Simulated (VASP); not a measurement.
CdS, 2 atoms in the cell. The typed cell holds 2 atoms: a = 4.324 Å, b = 4.309 Å, c = 5.859 Å, α = 90.47°, β = 90.04°, γ = 120.22°.  This cell differs from its parent crystal: atoms moved at random and the cell strained at random.

- Program: VASP 6.6.1
- Task: single point
- Functional: PBE
- Potentials or basis: VASP PAW PBE potentials, release 64 (Cd, S)
- Cutoff: 520 eV
- k mesh: 9 × 9 × 6
- Occupations: gaussian, width 0.02 eV
- Spin: no spin polarisation
- Dipole correction: no
- Further INCAR settings: ALGO = Normal; EDIFF = 1e-06; NBANDS = 16

Potentials or basis: VASP PAW PBE potentials, release 64 (Cd, S).

Launch:

```bash
$ cat potpaw_PBE.64/Cd/POTCAR potpaw_PBE.64/S/POTCAR > POTCAR
$ mpirun -np 1 vasp_std > vasp.out
```

Hardware: 1 thread of Intel(R) Xeon(R) 6975P-C (Granite Rapids) (shared host).

Problem. Estimate the wall time of this run.

Solution. It took 110 s on 1 thread of Intel(R) Xeon(R) 6975P-C (Granite Rapids) (shared host), peak memory 0.49 GiB. Counts: scf iterations 14, k points 244.
